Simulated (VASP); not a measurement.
# ZnCd3Te2 (P6mm) in VASP: notebook

ZnCd3Te2 is run at these levels: PBE; tasks: single point, relaxation of cell and atoms.

Program: VASP 6.6.1. These are calculated values, not measurements. Logs are shortened: lines on timing, memory, paths and dates and some standing lists are left out, and cuts for length are marked.

### Step 1. The cell of the first run

It takes space group P6mm (No. 183, hexagonal). Conventional cell: a = 6.197 Å, b = 6.197 Å, c = 4.353 Å, α = 90.00°, β = 90.00°, γ = 120.00°. Within 4.7 Å of Zn (site symmetry 6mm) lie 6 Te at 3.59 Å and 12 Cd at 3.62 to 3.97 Å and 2 Zn at 4.35 Å. Within 3.7 Å of Cd (site symmetry 2mm) lie 4 Te at 2.81 to 2.83 Å and 4 Cd at 3.10 Å and 2 Zn at 3.62 Å. Te (site symmetry 3m) has 6 Cd at 2.81 to 2.83 Å and 3 Te at 3.58 Å and 3 Zn at 3.59 Å within 3.7 Å.

The cell was built from a structure type or drawn by symmetry, and may not be a known phase.

### Step 2. Single point, PBE

Contents of INCAR:

```
SYSTEM = ZnCd3Te2
ALGO = Normal
EDIFF = 1E-7
ENCUT = 520
GGA = PE
ISIF = 2
ISMEAR = 0
LASPH = .TRUE.
LCHARG = .TRUE.
LELF = .TRUE.
LREAL = .FALSE.
LVHAR = .TRUE.
LWAVE = .FALSE.
NBANDS = 39
NELM = 100
PREC = Accurate
SIGMA = 0.1
```

Contents of KPOINTS:

```
k-points
0
G
  3 3 4
  0 0 0
```

Contents of POSCAR:

```
ZnCd3Te2
1.0
    6.1970214000      0.0000000000      0.0000000000
   -3.0985107000      5.3667779600      0.0000000000
    0.0000000000      0.0000000000      4.3525991500
Zn Cd Te
1 3 2
Direct
    0.0000000000      0.0000000000      0.8888130200
    0.5000000000      0.5000000000      0.4595159900
    0.5000000000      0.0000000000      0.4595159900
    0.0000000000      0.5000000000      0.4595159900
    0.6666666700      0.3333333300      0.9631379800
    0.3333333300      0.6666666700      0.9631379800
```

Potentials or basis: VASP PAW PBE potentials, release 64 (Zn, Cd, Te).

On the command line:

```
$ cat potpaw_PBE.64/Zn/POTCAR potpaw_PBE.64/Cd/POTCAR potpaw_PBE.64/Te/POTCAR > POTCAR
$ mpirun -np 1 vasp_std > vasp.out
```

OUTCAR:

```text
SYSTEM = ZnCd3Te2
   EDIFF = 1E-7
   ENCUT = 520
   GGA = PE
   ISIF = 2
   ISMEAR = 0
   LASPH = .TRUE.
   LREAL = .FALSE.
   NELM = 100
   PREC = Accurate

 ion  position               nearest neighbor table
   1  0.000  0.000  0.889-
   2  0.500  0.500  0.460-   5 2.81   6 2.81   5 2.83   6 2.83   3 3.10   3 3.10   4 3.10   4 3.10

   3  0.500  0.000  0.460-   5 2.81   6 2.81   5 2.83   6 2.83   2 3.10   4 3.10   2 3.10   4 3.10

   4  0.000  0.500  0.460-   5 2.81   6 2.81   5 2.83   6 2.83   3 3.10   3 3.10   2 3.10   2 3.10

   5  0.667  0.333  0.963-   3 2.81   4 2.81   2 2.81   3 2.83   4 2.83   2 2.83   6 3.58   6 3.58
                             6 3.58
   6  0.333  0.667  0.963-   3 2.81   4 2.81   2 2.81   3 2.83   4 2.83   2 2.83   5 3.58   5 3.58
                             5 3.58

  LATTYP: Found a hexagonal cell.
 ALAT       =     6.1970214000
 C/A-ratio  =     0.7023695529

  Lattice vectors:

 A1 = (   6.1970214000,   0.0000000000,   0.0000000000)
 A2 = (  -3.0985107000,   5.3667779600,   0.0000000000)
 A3 = (   0.0000000000,   0.0000000000,   4.3525991500)

Analysis of symmetry for initial positions (statically):
=====================================================================
 Subroutine PRICEL returns:
 Original cell was already a primitive cell.

 Routine SETGRP: Setting up the symmetry group for a
 hexagonal supercell.

 Subroutine GETGRP returns: Found 12 space group operations
 (whereof 12 operations were pure point group operations)
 out of a pool of 24 trial point group operations.

The static configuration has the point symmetry C_6v.

Analysis of symmetry for dynamics (positions and initial velocities):
=====================================================================
 Subroutine PRICEL returns:
 Original cell was already a primitive cell.

 Routine SETGRP: Setting up the symmetry group for a
 hexagonal supercell.

 Subroutine GETGRP returns: Found 12 space group operations
 (whereof 12 operations were pure point group operations)
 out of a pool of 24 trial point group operations.

The dynamic configuration has the point symmetry C_6v.

 Subroutine INISYM returns: Found 12 space group operations
 (whereof 12 operations are pure point group operations),
 and found     1 'primitive' translations

----------------------------------------------------------------------------------------

                                     Primitive cell

  volume of cell :     144.7589

  direct lattice vectors                    reciprocal lattice vectors
     6.197021400  0.000000000  0.000000000     0.161367847  0.093165770  0.000000000
    -3.098510700  5.366777960  0.000000000     0.000000000  0.186331540  0.000000000
     0.000000000  0.000000000  4.352599150     0.000000000  0.000000000  0.229747782

  length of vectors
     6.197021400  6.197021400  4.352599150     0.186331540  0.186331540  0.229747782

  position of ions in fractional coordinates (direct lattice)
     0.000000000  0.000000000  0.888813020
     0.500000000  0.500000000  0.459515990
     0.500000000  0.000000000  0.459515990
     0.000000000  0.500000000  0.459515990
     0.666666670  0.333333330  0.963137980
     0.333333330  0.666666670  0.963137980

  ion indices of the primitive-cell ions
   primitive index   ion index
                 1           1
                 2           2
                 3           3
                 4           4
                 5           5
                 6           6

----------------------------------------------------------------------------------------

 KPOINTS: k-points

Automatic generation of k-mesh.
 Grid dimensions read from file:
 generate k-points for:    3    3    4

 Generating k-lattice:

  Cartesian coordinates                     Fractional coordinates (reciprocal lattice)
     0.053789282  0.031055257  0.000000000     0.333333333  0.000000000  0.000000000
     0.000000000  0.062110513  0.000000000     0.000000000  0.333333333  0.000000000
     0.000000000  0.000000000  0.057436945     0.000000000  0.000000000  0.250000000

  Length of vectors
     0.062110513  0.062110513  0.057436945

  Shift w.r.t. Gamma in fractional coordinates (k-lattice)
     0.000000000  0.000000000  0.000000000

 Subroutine IBZKPT returns following result:
 ===========================================

 Found      9 irreducible k-points:

 Following reciprocal coordinates:
            Coordinates               Weight
  0.000000  0.000000  0.000000      1.000000
  0.333333  0.000000  0.000000      6.000000
  0.333333  0.333333  0.000000      2.000000
  0.000000  0.000000  0.250000      2.000000
  0.333333  0.000000  0.250000     12.000000
  0.333333  0.333333  0.250000      4.000000
  0.000000  0.000000  0.500000      1.000000
  0.333333  0.000000  0.500000      6.000000
  0.333333  0.333333  0.500000      2.000000
   k-points           NKPTS =      9   k-points in BZ     NKDIM =      9   number of bands    NBANDS=     39
   number of dos      NEDOS =    301   number of ions     NIONS =      6
   total plane-waves  NPLWV =  73728
   dimension x,y,z NGX =    48 NGY =   48 NGZ =   32
   dimension x,y,z NGXF=    96 NGYF=   96 NGZF=   64
   ions per type =               1   3   2
   NGX,Y,Z   is equivalent  to a cutoff of  12.88, 12.88, 12.22 a.u.
   NGXF,Y,Z  is equivalent  to a cutoff of  25.75, 25.75, 24.44 a.u.
 SYSTEM =  ZnCd3Te2
   PREC   = accura    normal or accurate (medium, high low for compatibility)
   ISTART =      0    job   : 0-new  1-cont  2-samecut
   ICHARG =      2    charge: 1-file 2-atom 10-const
   ISPIN  =      1    spin polarized calculation?
   LNONCOLLINEAR =      F non collinear calculations
   LSORBIT =      F    spin-orbit coupling
   LASPH  =      T    aspherical Exc in radial PAW
   ENCUT  =  520.0 eV  38.22 Ry    6.18 a.u.  11.52 11.52  8.09*2*pi/ulx,y,z
   NELM   =    100;   NELMIN=  2; NELMDL= -5     # of ELM steps
   EDIFF  = 0.1E-06   stopping-criterion for ELM
   LREAL  =      F    real-space projection
   EDIFFG = 0.1E-05   stopping-criterion for IOM
   NSW    =      0    number of steps for IOM
   IBRION =     -1    ionic relax: 0-MD 1-quasi-New 2-CG
   NFREE  =      0    steps in history (QN), initial steepest desc. (CG)
   ISIF   =      2    stress and relaxation
   ISYM   =      2    0-nonsym 1-usesym 2-fastsym
   POTIM  = 0.5000    time-step for ionic-motion
   TEBEG  =    0.0;   TEEND  =   0.0 temperature during run
   PSTRESS=    0.0 pullay stress
   NELECT =      60.0000    total number of electrons
   NUPDOWN=      -1.0000    fix difference up-down
   EMIN   =  10.00;   EMAX   =-10.00  energy-range for DOS
   EFERMI =   0.00;   METHOD = LEGACY
   ISMEAR =     0;   SIGMA  =   0.10  broadening in eV -4-tet -1-fermi 0-gaus
   EFERMI_NEDOS =   21; number of points for ismear=-14 and -15
   IALGO  =     38    algorithm
   IMIX   =      4    mixing-type and parameters
     AMIX     =   0.40;   BMIX     =  1.00
     AMIX_MAG =   1.60;   BMIX_MAG =  1.00
  volume/ion in A,a.u.               =      24.13       162.81
  Fermi-wavevector in a.u.,A,eV,Ry     =   1.220610  2.306618 20.271157  1.489888
  Thomas-Fermi vector in A             =   2.355821
   LORBIT       =      0    0 simple, 1 ext, 2 COOP (PROOUT), +10 PAW based schemes
   GGA     = PE    functional components
   LHFCALC =     F    Hartree Fock is set to
   AEXX    =    0.0000 exact exchange contribution
   IVDW    =     0    specifies the selected vdW correction
   LEPSILON=     F    determine dielectric tensor
   LRPA    =     F    only Hartree local field effects (RPA)
 non-spin polarized calculation
 Gauss-broadening in eV      SIGMA  =   0.10
  energy-cutoff  :      520.00
  volume of cell :      144.76
 maximum number of plane-waves:      3922
 NGX is ok and might be reduce to    48
   NGX = 23   NGY = 23   NGZ = 17

 number of electron      60.0000035 magnetization

 Free energy of the ion-electron system (eV)
  ---------------------------------------------------
  ext. energy  EPLUGINS =         0.00000000
  ---------------------------------------------------
  free energy    TOTEN  =        -6.61824609 eV

  energy without entropy =       -6.60342745  energy(sigma->0) =       -6.61083677

 E-fermi :   4.6369     XC(G=0): -10.2132

 val. band max:        4.5291913427   @ k =   0.3333   0.0000   0.2500
 cond. band min:       4.6789387071   @ k =   0.3333   0.0000   0.5000
 fundamental gap:      0.1497473644
 Fermi energy:         4.6369236531

 k-point     1 :       0.0000    0.0000    0.0000
  band No.  band energies     occupation
      1      -8.9220      2.00000
      2      -6.8324      2.00000
      3      -5.6112      2.00000
      4      -5.3686      2.00000
      5      -5.0565      2.00000
      6      -5.0565      2.00000
[... 31 lines left out ...]
     38       9.4088      0.00000
     39      10.2525      0.00000

 k-point     2 :       0.3333    0.0000    0.0000
  band No.  band energies     occupation
      1      -8.5990      2.00000
      2      -7.4744      2.00000
      3      -5.4363      2.00000
      4      -5.2007      2.00000
      5      -4.9852      2.00000
      6      -4.8659      2.00000
[... 31 lines left out ...]
     38      10.0160      0.00000
     39      10.2899      0.00000

 k-point     3 :       0.3333    0.3333    0.0000
  band No.  band energies     occupation
      1      -8.0977      2.00000
      2      -8.0977      2.00000
      3      -5.1681      2.00000
      4      -5.1681      2.00000
      5      -4.9440      2.00000
      6      -4.9440      2.00000
[... 202 lines left out ...]
 k-point     8 :       0.3333    0.0000    0.5000
  band No.  band energies     occupation
      1      -7.8681      2.00000
      2      -7.7330      2.00000
      3      -5.5156      2.00000
      4      -4.9885      2.00000
      5      -4.8111      2.00000
      6      -4.8001      2.00000
[... 31 lines left out ...]
     38      10.7856      0.00000
     39      11.8306      0.00000

 k-point     9 :       0.3333    0.3333    0.5000
  band No.  band energies     occupation
      1      -7.7873      2.00000
      2      -7.7873      2.00000
      3      -5.0938      2.00000
      4      -5.0938      2.00000
      5      -4.8967      2.00000
      6      -4.7029      2.00000
[... 31 lines left out ...]
     38      10.6398      0.00000
     39      10.6398      0.00000

------------------------ aborting loop because EDIFF is reached ----------------------------------------

  FORCE on cell =-STRESS in cart. coord.  units (eV):
  Direction    XX          YY          ZZ          XY          YZ          ZX
  --------------------------------------------------------------------------------------
  -------------------------------------------------------------------------------------
  Total       13.2396500     13.2396500     16.2152849      0.0000000     -0.0000000      0.0000000
  in kB      146.5351420    146.5351420    179.4691763      0.0000000     -0.0000000      0.0000000
  external PRESSURE =     157.5131535 kB  Pullay stress =       0.0000000 kB

 VOLUME and BASIS-vectors are now :
 -----------------------------------------------------------------------------
  energy-cutoff  :      520.00
  volume of cell :      144.76
      direct lattice vectors                 reciprocal lattice vectors
     6.197021400  0.000000000  0.000000000     0.161367847  0.093165770  0.000000000
    -3.098510700  5.366777960  0.000000000     0.000000000  0.186331540  0.000000000
     0.000000000  0.000000000  4.352599150     0.000000000  0.000000000  0.229747782

 POSITION                                       TOTAL-FORCE (eV/Angst)
 -----------------------------------------------------------------------------------
      0.00000      0.00000      3.86865         0.000000      0.000000     -0.223022
      1.54926      2.68339      2.00009         0.000000      0.000000      0.066945
      3.09851      0.00000      2.00009         0.000000      0.000000      0.066945
     -1.54926      2.68339      2.00009         0.000000      0.000000      0.066945
      3.09851      1.78893      4.19215         0.000000     -0.000000      0.011094
     -0.00000      3.57785      4.19215        -0.000000      0.000000      0.011094
 -----------------------------------------------------------------------------------
    total drift:                                0.000000      0.000000      0.001389

  FREE ENERGIE OF THE ION-ELECTRON SYSTEM (eV)
  ---------------------------------------------------
  free  energy   TOTEN  =        -6.6182460911 eV

  energy  without entropy=       -6.6034274512  energy(sigma->0) =       -6.61083677
```

It took 64 s on 1 thread of Intel Xeon Platinum 8488C (Sapphire Rapids), shared host; peak memory 0.27 GiB.

What came out:

```
Free energy            : -6.6182 eV
Pressure               : 15.8 GPa
Largest force          : 0.223 eV/Å
Band gap on the k mesh : zero (bands 30 and 31 overlap by 1.44 eV)
```

Forces in eV/Å, atoms in the order of the input:
```
Zn   0.000  0.000 -0.223
Cd   0.000  0.000  0.067
Cd   0.000  0.000  0.067
Cd   0.000  0.000  0.067
Te   0.000  0.000  0.011
Te   0.000  0.000  0.011
```

Stress tensor (GPa, compression positive):
```
14.65  0.00  0.00
 0.00 14.65  0.00
 0.00  0.00 17.95
```

Caveat: the k points lie up to 0.39 Å⁻¹ apart, too coarse for converged energies and pressures of a metal; spin-orbit coupling is left out, which moves the levels of the heavy elements.

### Step 3. Relaxation of cell and atoms, PBE

Contents of INCAR:

```
PREC = Accurate ; ENCUT = 600
EDIFF = 1E-7 ; ISMEAR = 0
SIGMA = 0.1 ; LREAL = False
LASPH = True ; NELM = 80
ALGO = Fast ; ISIF = 3
LWAVE = False ; LCHARG = False
GGA = PE ; IBRION = 2
NSW = 90 ; EDIFFG = -0.04
```

Contents of KPOINTS:

```
regular mesh
0
Gamma
  3 3 4
```

POSCAR is that of step 2.

Potentials or basis: VASP PAW PBE potentials, release 64 (Zn, Cd, Te).

On the command line:

```
$ cat potpaw_PBE.64/Zn/POTCAR potpaw_PBE.64/Cd/POTCAR potpaw_PBE.64/Te/POTCAR > POTCAR
$ mpirun -np 1 vasp_std > vasp.out
```

Wall time 52 min (1 thread of Intel Xeon Platinum 8488C (Sapphire Rapids), shared host); peak memory 0.37 GiB.

The run converged. Its results:

| Item | Value |
| --- | --- |
| Free energy | -8.9854 eV |
| Relaxed volume | 34.37 Å³/atom |
| Relaxed cell | a = 7.416 Å, b = 7.416 Å, c = 4.330 Å, α = 90.00°, β = 90.00°, γ = 120.00° |
| Space group after relaxing (to 0.1 Å) | P6mm (No. 183) |
| Pressure after relaxing | 0.0 GPa |
| Largest force after relaxing | 0.016 eV/Å |
| Band gap on the k mesh | zero (bands 30 and 31 overlap by 1.31 eV) |

Forces in eV/Å, atoms in the order of the input:
```
Zn   0.000  0.000  0.016
Cd   0.000  0.000 -0.013
Cd   0.000  0.000 -0.013
Cd   0.000  0.000 -0.013
Te   0.000  0.000  0.012
Te   0.000  0.000  0.012
```

Final structure:
```cif
data_structure
_symmetry_space_group_name_H-M 'P 1'
_symmetry_Int_Tables_number 1
_cell_length_a 7.4159
_cell_length_b 7.4159
_cell_length_c 4.3304
_cell_angle_alpha 90.000
_cell_angle_beta 90.000
_cell_angle_gamma 120.000
_cell_volume 206.24
loop_
_atom_site_label
_atom_site_type_symbol
_atom_site_fract_x
_atom_site_fract_y
_atom_site_fract_z
_atom_site_occupancy
Zn1 Zn 0.00000 0.00000 0.51925 1
Cd1 Cd 0.50000 0.50000 0.53557 1
Cd2 Cd 0.50000 0.00000 0.53557 1
Cd3 Cd 0.00000 0.50000 0.53557 1
Te1 Te 0.66667 0.33333 0.03385 1
Te2 Te 0.33333 0.66667 0.03385 1
```

Levels at points of the mesh, in eV from the Fermi level:
```tsv
k point	band 28	band 29	band 30	band 31	band 32	band 33
(0.00, 0.00, 0.00)	-2.46	-0.67	-0.62	1.15	1.15	1.89
(0.00, 0.00, 0.50)	-1.60	-1.60	-1.08	-1.08	0.23	0.23
```

Caveat: the k points lie up to 0.36 Å⁻¹ apart in the final cell, too coarse for converged energies and pressures of a metal; the volume moved by over 15 % at a fixed basis, so the end points are rough; spin-orbit coupling is left out, which moves the levels of the heavy elements.
